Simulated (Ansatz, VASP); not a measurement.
KBr: VASP beside Ansatz

The input INCAR:

```
PREC = Accurate ; ENCUT = 520
EDIFF = 1E-6 ; ISMEAR = 0
SIGMA = 0.05 ; LREAL = False
LASPH = True ; NELM = 80
ALGO = Normal ; ISIF = 2
LWAVE = False ; LCHARG = False
GGA = PE ; NBANDS = 15
```

The input KPOINTS:

```
Automatic mesh
0
Gamma
  6 6 6
```

POSCAR

```
KBr
1.0
    0.0000000000      3.5559000000      3.2925000000
    3.5559000000      0.0000000000      3.2925000000
    3.5559000000      3.5559000000      0.0000000000
K Br
1 1
Direct
    0.0000000000      0.0000000000      0.0000000000
    0.5000000000      0.5000000000      0.5000000000
```

Input for Ansatz:

```yaml
crystal:
  lattice:
    - [0.0, 3.5559, 3.2925]
    - [3.5559, 0.0, 3.2925]
    - [3.5559, 3.5559, 0.0]
  atoms:
    - { symbol: K, position: [0.0, 0.0, 0.0] }
    - { symbol: Br, position: [0.5, 0.5, 0.5] }
basis:
  ecutwfc: 420
kpoints:
  mp_grid: { grid: [6, 6, 6] }
hamiltonian:
  xc: pbe
scf:
  occupations: { method: gaussian, width: 0.05 }
output:
  forces: true
  stress: true
  eigenvalues: true
```

Change from the starting cell: strain +0.080 along x and y, +0.000 along z, atoms carried along.

Alike in both runs: task single point; functional PBE; k mesh 6 × 6 × 6; occupations gaussian, width 0.05 eV; no spin polarisation.

|  | VASP | Ansatz |
| --- | --- | --- |
| version | VASP 6.6.1 | Ansatz 0.2.0 |
| potentials or method | VASP PAW PBE potentials, release 64 (K_sv, Br), cutoff 520 eV | scalar-relativistic, plane waves, PAW |
| valence electrons in the cell | 16 | 16 |

```tsv
	VASP	Ansatz	Ansatz less VASP
gap on the k mesh at the Fermi level (eV)	4.07	4.07	+0.001
least direct gap on the mesh (eV)	4.07	4.07	+0.001
pressure (GPa)	-0.9	-0.9	-0.02
traceless stress, the component that is largest in VASP (GPa)	0.88	0.86	-0.015
```
